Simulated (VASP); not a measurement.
# Be (P6_3/mmc) in VASP: a series of runs, part 2 of 2

VASP 6.6.1. The steps go on from the part before.

## Step 4: Single point, PBE (8.38 Å³/atom)

This run uses another cell than the first one, of 8.38 Å³/atom.

File INCAR:

```
PREC = Accurate
ENCUT = 520
EDIFF = 1E-6
ISMEAR = 0
SIGMA = 0.1
LREAL = False
LASPH = True
NELM = 100
ALGO = Normal
ISIF = 2
LWAVE = False
LCHARG = False
GGA = PE
NBANDS = 9
```

File KPOINTS:

```
Automatic mesh
0
Gamma
  21 21 12
```

File POSCAR:

```
Be
1.0
    2.3092989942      0.0000000000      0.0000000000
   -1.1546494971      1.9999115939      0.0000000000
    0.0000000000      0.0000000000      3.6296943412
Be
2
Direct
    0.3333333333      0.6666666667      0.2500000000
    0.6666666667      0.3333333333      0.7500000000
```

Potentials or basis: VASP PAW PBE potentials, release 64 (Be).

Command:

```
cat potpaw_PBE.64/Be/POTCAR > POTCAR
mpirun -np 1 vasp_std > vasp.out
```

OUTCAR:

```text
PREC = Accurate
   ENCUT = 520
   EDIFF = 1E-6
   ISMEAR = 0
   LREAL = False
   LASPH = True
   NELM = 100
   ISIF = 2
   GGA = PE

 ion  position               nearest neighbor table
   1  0.333  0.667  0.250-   2 2.25   2 2.25   2 2.25   2 2.25   2 2.25   2 2.25
   2  0.667  0.333  0.750-   1 2.25   1 2.25   1 2.25   1 2.25   1 2.25   1 2.25

  LATTYP: Found a hexagonal cell.
 ALAT       =     2.3092989942
 C/A-ratio  =     1.5717732309

  Lattice vectors:

 A1 = (   2.3092989942,   0.0000000000,   0.0000000000)
 A2 = (  -1.1546494971,   1.9999115939,   0.0000000000)
 A3 = (   0.0000000000,   0.0000000000,   3.6296943412)

Analysis of symmetry for initial positions (statically):
=====================================================================
 Subroutine PRICEL returns:
 Original cell was already a primitive cell.

 Routine SETGRP: Setting up the symmetry group for a
 hexagonal supercell.

 Subroutine GETGRP returns: Found 24 space group operations
 (whereof 12 operations were pure point group operations)
 out of a pool of 24 trial point group operations.

[... 171 lines left out ...]

 k-point     1 :       0.0000    0.0000    0.0000
  band No.  band energies     occupation
      1      -4.4753      2.00000
      2       2.3360      2.00000
      3       7.5071      0.00000
      4      21.7966      0.00000
      5      21.7966      0.00000
      6      24.5376      0.00000
      7      24.5376      0.00000
      8      26.5455      0.00000
      9      32.6891      0.00000
[... 265 lines left out ...]
 k-point    24 :       0.1905    0.0952    0.0000
  band No.  band energies     occupation
      1      -2.6879      2.00000
      2       4.6171      2.00000
      3       7.8954      0.00000
      4      14.3607      0.00000
      5      16.5101      0.00000
      6      22.1482      0.00000
      7      22.7527      0.00000
      8      23.7175      0.00000
      9      27.4554      0.00000

 [... further k-points ...]

------------------------ aborting loop because EDIFF is reached ----------------------------------------

  FORCE on cell =-STRESS in cart. coord.  units (eV):
  Direction    XX          YY          ZZ          XY          YZ          ZX
  --------------------------------------------------------------------------------------
  -------------------------------------------------------------------------------------
  Total       -0.6663593     -0.6663593     -0.6663248      0.0000000      0.0000000      0.0000000
  in kB      -63.6880573    -63.6880573    -63.6847666      0.0000000      0.0000000      0.0000000
  external PRESSURE =     -63.6869604 kB  Pullay stress =       0.0000000 kB

 VOLUME and BASIS-vectors are now :
 -----------------------------------------------------------------------------
  energy-cutoff  :      520.00
  volume of cell :       16.76
      direct lattice vectors                 reciprocal lattice vectors
     2.309298994  0.000000000  0.000000000     0.433031843  0.250011051  0.000000000
    -1.154649497  1.999911594  0.000000000     0.000000000  0.500022103  0.000000000
     0.000000000  0.000000000  3.629694341     0.000000000  0.000000000  0.275505292

 POSITION                                       TOTAL-FORCE (eV/Angst)
 -----------------------------------------------------------------------------------
     -0.00000      1.33327      0.90742        -0.000000      0.000000      0.000000
      1.15465      0.66664      2.72227         0.000000     -0.000000      0.000000
 -----------------------------------------------------------------------------------
    total drift:                                0.000000     -0.000000      0.000000

  FREE ENERGIE OF THE ION-ELECTRON SYSTEM (eV)
  ---------------------------------------------------
  free  energy   TOTEN  =        -7.5112844255 eV

  energy  without entropy=       -7.5096337343  energy(sigma->0) =       -7.51045908
```

Wall time 12 s (1 thread of Intel Xeon 6975P-C (Granite Rapids), shared host); peak memory 0.15 GiB.

Results:

* Free energy: -7.5113 eV
* Pressure: -6.4 GPa
* Band gap on the k mesh: zero (bands 2 and 3 overlap by 2.03 eV)

Levels at points of the mesh, in eV from the Fermi level:
| k point | band 1 | band 2 | band 3 | band 4 | band 5 | band 6 | band 7 |
| --- | --- | --- | --- | --- | --- | --- | --- |
| (0.00, 0.00, 0.00) | -11.07 | -4.26 | 0.91 | 15.20 | 15.20 | 17.94 | 17.94 |
| (0.00, 0.00, 0.50) | -8.95 | -8.95 | 10.25 | 10.25 | 16.78 | 16.78 | 16.78 |

Caveat: the cell stands under tension.

## Step 5: Summary

```csv
cell,gap on the mesh (eV),pressure (GPa)
"a = 2.263, b = 2.263, c = 3.567 Å, angles 90.0, 90.0, 120.0°, 2 atoms",none,0.1
"a = 2.286, b = 2.286, c = 3.599 Å, angles 90.0, 90.0, 120.0°, 2 atoms",none,-3.3
"a = 2.309, b = 2.309, c = 3.630 Å, angles 90.0, 90.0, 120.0°, 2 atoms",none,-6.4
```

Alike in all rows: task single point; level PBE; potentials or basis VASP PAW PBE potentials, release 64 (Be); no spin polarisation; k mesh 21 × 21 × 12; cutoff (eV) 520; smearing gaussian 0.1 eV.

Caveats: the cell stands under tension (at least some runs).

Total energies depend on the potentials used, so only differences within one code and one set of settings carry meaning.
